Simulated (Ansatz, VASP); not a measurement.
Two plane-wave programs on Y

```
Y
1.0
     0.00000    2.60204    2.60204
     2.60204    0.00000    2.60204
     2.60204    2.60204    0.00000
Y
1
Cartesian
  0.0000 0.0000 0.0000
```

Change from the starting cell: volume scaled by 1.06, PAW files.

Alike in both runs: task electric field gradients; functional r2SCAN; k mesh 12 × 12 × 12; occupations fermi-dirac, width 0.03 eV; no spin polarisation.

|  | VASP | Ansatz |
| --- | --- | --- |
| version | VASP 6.6.1 | Ansatz 0.2.0 |
| potentials or method | VASP PAW PBE potentials, release 64 (Y_sv) | PAW with Ansatz's default frozen-core files, scalar-relativistic |
| plane-wave cutoff (eV) | 520 | 500 |
| valence electrons in the cell | 11 | 11 |

Ansatz gave:

```
pressure (GPa) : -2.0
```

**Question.** Which values does VASP return?

**Answer.** Pressure (GPa): -1.9.

VASP's potentials were made for PBE, not for r2SCAN. With one functional, cell and mesh, what is left measures potentials, basis and numerics.
